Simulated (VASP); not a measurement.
Input of a VASP 6.6.1 run:

Contents of INCAR:

```
PREC = Accurate
ENCUT = 520
EDIFF = 1E-6
ISMEAR = -1
SIGMA = 0.05
LREAL = F
LASPH = T
NELM = 150
ALGO = Normal
ISIF = 2
LWAVE = F
LCHARG = F
MAGMOM = 0 0 0 0 0 0
LORBIT = 11
LSORBIT = T
GGA_COMPAT = F
LORBMOM = T
LMAXMIX = 4
NBANDS = 37
```

File KPOINTS:

```
Automatic mesh
0
Gamma
  10 10 10
```

Contents of POSCAR:

```
TaRu
1.0
    3.1187681422      0.0000000000      0.0000000000
    0.0000000000      3.1187681422      0.0000000000
    0.0000000000      0.0000000000      3.1187681422
Ta Ru
1 1
Direct
    0.5000000000      0.5000000000      0.5000000000
    0.0000000000      0.0000000000      0.0000000000
```

Potentials or basis: VASP PAW LDA potentials, release 64 (Ta_pv, Ru_pv).

Launch:

```sh
$ cat potpaw_LDA.64/Ta_pv/POTCAR potpaw_LDA.64/Ru_pv/POTCAR > POTCAR
$ mpirun -np 1 vasp_ncl > vasp.out
```

(1) Predict the pressure.

(2) Estimate the net moment.

Results:

(1) 1.2 GPa.

(2) 0.00 μB per cell.
